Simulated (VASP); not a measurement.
Input of a VASP 6.6.1 run:

Contents of INCAR:

```
PREC = Accurate
ENCUT = 600
EDIFF = 1E-7
ISMEAR = 0
SIGMA = 0.1
LREAL = False
LASPH = True
NELM = 60
ALGO = Normal
ISIF = 3
LWAVE = False
LCHARG = False
GGA = PE
IBRION = 2
NSW = 90
EDIFFG = -0.04
```

The input KPOINTS:

```
Automatic mesh
0
Gamma
  4 4 4
```

POSCAR

```
ScBiTe3
1.0
    5.3472960100      0.0000000000      0.0000000000
    0.0000000000      5.3472960100      0.0000000000
    0.0000000000      0.0000000000      5.3472960100
Sc Bi Te
1 1 3
Direct
    0.5000000000      0.5000000000      0.5000000000
    0.0000000000      0.0000000000      0.0000000000
    0.0000000000      0.5000000000      0.5000000000
    0.5000000000      0.0000000000      0.5000000000
    0.5000000000      0.5000000000      0.0000000000
```

Potentials or basis: VASP PAW PBE potentials, release 64 (Sc_sv, Bi_d, Te).

Command:

```sh
$ cat potpaw_PBE.64/Sc_sv/POTCAR potpaw_PBE.64/Bi_d/POTCAR potpaw_PBE.64/Te/POTCAR > POTCAR
$ mpirun -np 1 vasp_std > vasp.out
```

Task: What does it give for the relaxed cell?

Result: a = 5.537 Å, b = 5.537 Å, c = 5.537 Å, α = 90.00°, β = 90.00°, γ = 90.00°.

Task: What does it give for the relaxed volume?

Result: 33.96 Å³/atom.

Task: Estimate the space group after relaxing (to 0.1 Å).

Result: Pm-3m (No. 221).

Final structure:
```
Sc Bi Te
1.0
     5.53750    0.00000    0.00000
     0.00000    5.53750    0.00000
     0.00000    0.00000    5.53750
Sc Bi Te
1 1 3
Cartesian
  2.7687 2.7687 2.7687
  0.0000 0.0000 0.0000
  0.0000 2.7687 2.7687
  2.7687 0.0000 2.7687
  2.7687 2.7687 0.0000
```
